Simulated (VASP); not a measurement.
Runs of VASP 6.6.1 on TiO2. The structure is that of space group I4_1/amd (No. 141), or close to it. The cells are those of the table. 

```tsv
cell	gap on the mesh (eV)	pressure (GPa)	largest force (eV/Å)
a = 5.554 Å, angles 139.4, 139.4, 58.7°, 6 atoms	1.98	(c)	0.28
a = 5.359 Å, angles 139.4, 139.4, 58.7°, 6 atoms	(b)	13.1	0.36
a = 5.458 Å, angles 139.4, 139.4, 58.7°, 6 atoms	2.09	-0.4	0.01
a = 5.309 Å, angles 139.4, 139.4, 58.7°, 6 atoms	2.27	21.4	0.57
a = 5.506 Å, angles 139.4, 139.4, 58.7°, 6 atoms	2.03	-5.8	0.14
a = 5.409 Å, angles 139.4, 139.4, 58.7°, 6 atoms	(a)	5.9	0.18
```

Alike in all rows: task single point; level PBEsol; potentials or basis VASP PAW PBE potentials, release 64 (Ti_sv, O); no spin polarisation; k mesh 8 × 8 × 8; cutoff (eV) 520; smearing gaussian 0.01 eV.

Problem. Estimate the missing entries.

Solution. (a) 2.15; (b) 2.21; (c) -10.6.

Caveats: the PAW data sets were made with another functional, which shifts forces and pressure a little; the cell stands under pressure (at least some runs); the cell stands under tension (at least some runs).

A k mesh can miss the band edges.
